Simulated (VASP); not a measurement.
Crystal: InSb3.

```
CELL_PARAMETERS angstrom
4.80637 0.00000 0.00000
0.00000 4.80637 0.00000
0.00000 0.00000 4.80637
ATOMIC_POSITIONS crystal
In 0.00000 0.00000 0.00000
Sb 0.50000 0.00000 0.50000
Sb 0.00000 0.50000 0.50000
Sb 0.50000 0.50000 0.00000
```

Base run:

| Item | Value |
| --- | --- |
| Program | VASP 6.6.1 |
| Functional | PBE |
| Potentials or basis | VASP PAW PBE potentials, release 64 (In_d, Sb) |
| Cutoff | 520 eV |
| k mesh | 6 × 6 × 6 |
| Occupations | gaussian, width 0.1 eV |
| Spin | no spin polarisation |

Its results: band gap on the k mesh zero (band 14 reaches 11.35 eV, above the bottom of band 15 at 6.73 eV); pressure 0.1 GPa.

After a change of settings the same cell gave: band gap on the k mesh zero (band 14 reaches 11.39 eV, above the bottom of band 15 at 6.78 eV); pressure -2.7 GPa. Which change was it?
A. cutoff from 520 eV to 500 eV; k mesh from 6 × 6 × 6 to 2 × 2 × 2
B. cutoff from 520 eV to 500 eV; k mesh from 6 × 6 × 6 to 1 × 1 × 1; occupations from gaussian, width 0.1 eV to fermi-dirac, width 0.054 eV
C. cutoff from 520 eV to 500 eV; k mesh from 6 × 6 × 6 to 3 × 3 × 3; occupations from gaussian, width 0.1 eV to methfessel-paxton, width 0.0066 eV
D. functional from PBE to LDA; potentials or basis from VASP PAW PBE potentials, release 64 (In_d, Sb) to VASP PAW LDA potentials, release 64 (In_d, Sb); cutoff from 520 eV to 500 eV

A.

Caveats: some runs use coarse meshes; spin-orbit coupling is left out, which moves the levels of the heavy elements.
